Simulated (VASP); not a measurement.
## SiC: single point with PBE

Crystal: SiC.

```
Si C
1.0
     0.00000    2.24339    2.13444
     2.24339    0.00000    2.13444
     2.24339    2.24339    0.00000
Si C
1 1
Direct
  0.00000 0.00000 0.00000
  0.25000 0.25000 0.25000
```

This cell differs from its parent crystal: epitaxial xy strain +3.0%.

```
Program                : VASP 6.6.1
Task                   : single point
Functional             : PBE
Potentials or basis    : VASP PAW PBE potentials, release 64 (Si, C)
Cutoff                 : 520 eV
k mesh                 : 10 × 10 × 10
Occupations            : fermi-dirac, width 0.02 eV
Spin                   : no spin polarisation
Dipole correction      : no
Further INCAR settings : ALGO = Normal; EDIFF = 1e-06; NBANDS = 11
```

```
Pressure               : -4.8 GPa
Band gap on the k mesh : 0.90 eV, indirect (least direct gap 4.44 eV)
```

Stress tensor (GPa, compression positive):
```
-8.64  0.00  0.00
 0.00 -8.64  0.00
 0.00  0.00  2.85
```

Levels at points of the mesh, in eV from the valence-band top:
```csv
k point,band 2,band 3,band 4,band 5,band 6,band 7
"(0.00, 0.00, 0.00)",-0.31,-0.31,0.00,5.57,6.75,6.90
"(0.50, 0.00, 0.00)",-8.54,-1.53,-0.98,4.72,6.52,7.39
"(0.50, 0.50, 0.00)",-7.48,-3.66,-3.66,0.90,3.42,13.25
"(0.50, 0.00, 0.50)",-8.09,-3.18,-3.10,1.34,4.27,12.70
```

Run time: 12 s on 1 thread of AMD EPYC 9R45 96-Core Processor (Zen 5), on a shared host, peak memory 0.12 GiB.

Caveat: the cell differs from its parent crystal (epitaxial xy strain +3.0%). A k mesh can miss the band edges.
